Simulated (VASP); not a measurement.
Wanted: the native input for a VASP 6.6.1 run.

```yaml
Task: single point
Functional: BLYP
Dispersion: D3(BJ)
Potentials_or_basis: VASP PAW PBE potentials, release 64 (Bi_d)
Cutoff: 520 eV
k_mesh: 8 × 8 × 8
Occupations: methfessel-paxton, width 0.1 eV
Spin: no spin polarisation
Dipole_correction: no
Further_INCAR_settings: ALGO = Normal; EDIFF = 1e-06; NBANDS = 14
```

The structure of Bi lies in POSCAR:

```
Bi
1.0
    3.4057323961     -0.0000000189     -0.0000000327
   -1.1352441142      3.2109553025     -0.0000000327
   -1.1352441142     -1.6054776041      2.7807688896
Bi
1
Direct
    0.0000000000      0.0000000000      0.0000000000
```

These files were run (other wordings do the same):

INCAR

```
SYSTEM = Bi
PREC     = Accurate       ! precision mode
ENCUT    = 520            ! plane-wave cutoff, eV
EDIFF    = 1E-6           ! SCF threshold, eV
ISMEAR   = 1              ! smearing method
SIGMA    = 0.1            ! smearing width, eV
LREAL    = .FALSE.        ! projectors in reciprocal space
LASPH    = .TRUE.         ! aspherical terms in the spheres
NELM     = 100            ! most SCF steps
ALGO     = Normal         ! electronic algorithm
ISIF     = 2              ! what is computed and relaxed
LWAVE    = .FALSE.        ! write WAVECAR
LCHARG   = .FALSE.        ! write CHGCAR
GGA      = B5             ! functional
ALDAX    = 1.0          
AGGAX    = 1.0          
AGGAC    = 1.0          
ALDAC    = 0.0          
IVDW     = 12             ! dispersion correction
VDW_S6   = 1.0          
VDW_S8   = 2.6996       
VDW_A1   = 0.4298       
VDW_A2   = 4.2359       
NBANDS   = 14             ! bands
```

KPOINTS

```
regular mesh
0
G
  8 8 8
  0 0 0
```

Potentials or basis: VASP PAW PBE potentials, release 64 (Bi_d).

Command:

```bash
$ cat potpaw_PBE.64/Bi_d/POTCAR > POTCAR
$ mpirun -np 1 vasp_std > vasp.out
```

Results of the run:

```json
{
 "Pressure": "0.1 GPa",
 "Dispersion energy per atom": "-1.251 eV"
}
```

Caveat: the PAW data sets were made with another functional, which shifts forces and pressure a little; pairwise dispersion overbinds metals, which lowers pressure and volume.

Run time: 16 s on 1 thread of Intel Xeon 6975P-C (shared host), peak memory 0.17 GiB.
